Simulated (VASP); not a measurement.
A run of VASP 6.6.1:

Contents of INCAR:

```
PREC = Accurate
ENCUT = 520
EDIFF = 1E-6
ISMEAR = 0
SIGMA = 0.1
LREAL = F
LASPH = T
NELM = 100
ALGO = Normal
ISIF = 2
LWAVE = F
LCHARG = F
GGA = PE
NBANDS = 23
```

The input KPOINTS:

```
Automatic mesh
0
Gamma
  6 6 4
```

POSCAR

```
GaB5
1.0
    3.4867600000      0.0000000000      0.0000000000
   -1.7433800000      3.0196227300      0.0000000000
    0.0000000000      0.0000000000      4.9424742000
Ga B
1 5
Direct
    0.0000000000      0.0000000000      0.0000000000
    0.3333333300      0.6666666700      0.5000000000
    0.6666666700      0.3333333300      0.5000000000
    0.3333333300      0.6666666700      0.0000000000
    0.6666666700      0.3333333300      0.0000000000
    0.0000000000      0.0000000000      0.5000000000
```

Potentials or basis: VASP PAW PBE potentials, release 64 (Ga_d, B).

The run is started by

```bash
$ cat potpaw_PBE.64/Ga_d/POTCAR potpaw_PBE.64/B/POTCAR > POTCAR
$ mpirun -np 1 vasp_std > vasp.out
```

Hardware: 1 thread of Intel(R) Xeon(R) Platinum 8488C (Sapphire Rapids) (shared host).

Q: Estimate the wall time of this run.

A: It took 21 s on 1 thread of Intel(R) Xeon(R) Platinum 8488C (Sapphire Rapids) (shared host), peak memory 0.18 GiB. Counts: scf iterations 12, k points 21.
